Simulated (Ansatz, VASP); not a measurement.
# B2Br: VASP beside Ansatz

```
CELL_PARAMETERS angstrom
6.47143 0.00000 0.00000
-3.23571 5.60442 0.00000
0.00000 0.00000 4.08572
ATOMIC_POSITIONS crystal
B 0.08054 0.16109 0.50000
B 0.91946 0.08054 0.83333
B 0.83891 0.91946 0.16667
B 0.91946 0.83891 0.50000
B 0.08054 0.91946 0.83333
B 0.16109 0.08054 0.16667
Br 0.50000 0.00000 0.00000
Br 0.50000 0.50000 0.33333
Br 0.00000 0.50000 0.66667
```

Alike in both runs: functional PBE; k mesh 6 × 6 × 10; occupations gaussian, width 0.1 eV; no spin polarisation.

Ansatz relaxed the structure, and its values are those at the end. VASP's run is a single point on that final structure, the one shown.

|  | VASP | Ansatz |
| --- | --- | --- |
| version | VASP 6.6.1 | Ansatz 0.2.0 |
| potentials or method | VASP PAW PBE potentials, release 64 (B, Br), cutoff 520 eV | scalar-relativistic, plane waves, PAW |
| valence electrons in the cell | 39 | 39 |

```csv
,VASP,Ansatz,Ansatz less VASP
gap on the k mesh at the Fermi level (eV),none,none,-
pressure (GPa),0.0,0.0,0.00
rms of the force components (eV/Å),0.009,0.004,-0.0041
```

A gap of «none» marks a metal or a gap that the smearing closes. With one functional, cell and mesh, what is left measures potentials, basis and numerics.
